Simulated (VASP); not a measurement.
A run of VASP 6.6.1 is set up as follows.

Contents of POSCAR:

```
ZnS
1.0
    0.0000000000      2.6810443216      2.6810443216
    2.6810443216      0.0000000000      2.6810443216
    2.6810443216      2.6810443216      0.0000000000
Zn S
1 1
Direct
    0.7500000000      0.7500000000      0.7500000000
    0.0000000000      0.0000000000      0.0000000000
```

The input INCAR.step1:

```
PREC = Accurate
ENCUT = 520
ISMEAR = 0
SIGMA = 0.01
LREAL = False
LASPH = True
NELM = 60
NBANDS = 16
GGA = PE
ALGO = Normal
EDIFF = 1E-4
LWAVE = True
LCHARG = False
```

INCAR.step2

```
PREC = Accurate
ENCUT = 520
EDIFF = 1E-6
ISMEAR = 0
SIGMA = 0.01
LREAL = False
LASPH = True
NELM = 60
ALGO = Normal
ISIF = 2
LWAVE = False
LCHARG = False
METAGGA = R2SCAN
LMIXTAU = True
NBANDS = 16
ISTART = 1
```

The input KPOINTS:

```
regular mesh
0
Gamma
  8 8 8
```

Potentials or basis: VASP PAW PBE potentials, release 64 (Zn, S).

Command:

```console
$ cat potpaw_PBE.64/Zn/POTCAR potpaw_PBE.64/S/POTCAR > POTCAR
$ cp INCAR.step1 INCAR
$ mpirun -np 1 vasp_std > vasp.out
$ cp INCAR.step2 INCAR
$ mpirun -np 1 vasp_std > vasp.out
```

Task: Estimate the pressure.

Result: 1.2 GPa.

Task: What does it give for the band gap on the k mesh?

Result: 2.78 eV, direct.

Caveat: the PAW data sets were made with another functional, which shifts forces and pressure a little.

**Measured values to compare with.**

From “Electronic, vibrational, and thermodynamic properties of ZnS (zincblende and rocksalt structure)”, 2009, arxiv:0911.5022, for a bulk crystal of ZnS at 19 K: band gap 3.85 eV (direct).

Against the measured gap of ZnS, 3.85 eV (direct; 19 K; quoted in “Electronic, vibrational, and thermodynamic properties of ZnS (zincblende and rocksalt structure)”, 2009, arxiv:0911.5022), the calculated 2.78 eV is off by -1.07 eV. The value is that of r2SCAN, without temperature or zero-point motion.
